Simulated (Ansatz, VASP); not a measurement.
**AlC2N2: VASP beside Ansatz**

```
CELL_PARAMETERS angstrom
3.54906 -4.06696 0.00000
3.54906 4.06696 0.00000
0.00000 0.00000 7.12500
ATOMIC_POSITIONS crystal
Al 0.00000 0.00000 0.00000
Al 0.50000 0.50000 0.50000
C 0.19683 0.19683 0.80326
C 0.80317 0.80317 0.19674
C 0.19683 0.19683 0.19674
C 0.80317 0.80317 0.80326
N 0.31360 0.31360 0.68539
N 0.68640 0.68640 0.31461
N 0.31360 0.31360 0.31461
N 0.68640 0.68640 0.68539
```

Alike in both runs: functional PBE; k mesh 8 × 8 × 6; occupations gaussian, width 0.1 eV; no spin polarisation.

Ansatz relaxed the structure, and its values are those at the end. VASP's run is a single point on that final structure, the one shown.

|  | VASP | Ansatz |
| --- | --- | --- |
| version | VASP 6.6.1 | Ansatz 0.2.0 |
| potentials or method | VASP PAW PBE potentials, release 64 (Al, C, N), cutoff 520 eV | scalar-relativistic, plane waves, PAW |
| valence electrons in the cell | 42 | 42 |

```tsv
	VASP	Ansatz	Ansatz less VASP
gap on the k mesh at the Fermi level (eV)	none	none	-
pressure (GPa)	0.3	0.0	-0.25
rms of the force components (eV/Å)	0.175	0.000	-0.1745
```

A gap of «none» marks a metal or a gap that the smearing closes. One of these differences is far larger than is usual between the two programs; its cause wasn't traced.

Noted on VASP's run: the standard files for N, O and F lose accuracy on very short bonds.
